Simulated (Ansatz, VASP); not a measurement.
**Si7O16: VASP beside Ansatz**

```
CELL_PARAMETERS angstrom
-4.15010 -4.15010 0.00000
4.15010 -4.15010 0.00000
0.00000 0.00000 5.31500
ATOMIC_POSITIONS crystal
Si 0.50000 0.50000 0.00000
Si 0.00000 0.50000 0.25255
Si 0.50000 0.50000 0.50000
Si 0.00000 0.50000 0.74745
Si 0.50000 0.00000 0.24948
Si 0.00000 0.00000 0.00000
Si 0.50000 0.00000 0.75052
O 0.19862 0.50000 0.00000
O 0.00000 0.20602 0.23489
O 0.80138 0.50000 0.00000
O 0.00000 0.79398 0.23489
O 0.19662 0.50000 0.50000
O 0.00000 0.20602 0.76511
O 0.80338 0.50000 0.50000
O 0.00000 0.79398 0.76511
O 0.69449 0.00000 0.00000
O 0.50000 0.69408 0.24844
O 0.30551 0.00000 0.00000
O 0.50000 0.30592 0.24844
O 0.68611 0.00000 0.50000
O 0.50000 0.69408 0.75156
O 0.31389 0.00000 0.50000
O 0.50000 0.30592 0.75156
```

Alike in both runs: functional PBE; k mesh 2 × 2 × 2; occupations gaussian, width 0.02 eV; no spin polarisation.

Ansatz relaxed the structure, and its values are those at the end. VASP's run is a single point on that final structure, the one shown.

|  | VASP | Ansatz |
| --- | --- | --- |
| version | VASP 6.6.1 | Ansatz 0.2.0 |
| potentials or method | VASP PAW PBE potentials, release 64 (Si, O), cutoff 520 eV | scalar-relativistic, plane waves, PAW |
| valence electrons in the cell | 124 | 124 |

VASP gave:

* rms of the force components (eV/Å): 0.015

Q: What did Ansatz give for the same quantities?

A: rms of the force components (eV/Å): 0.003.

The k mesh is coarse, so the values compare programs but aren't converged.
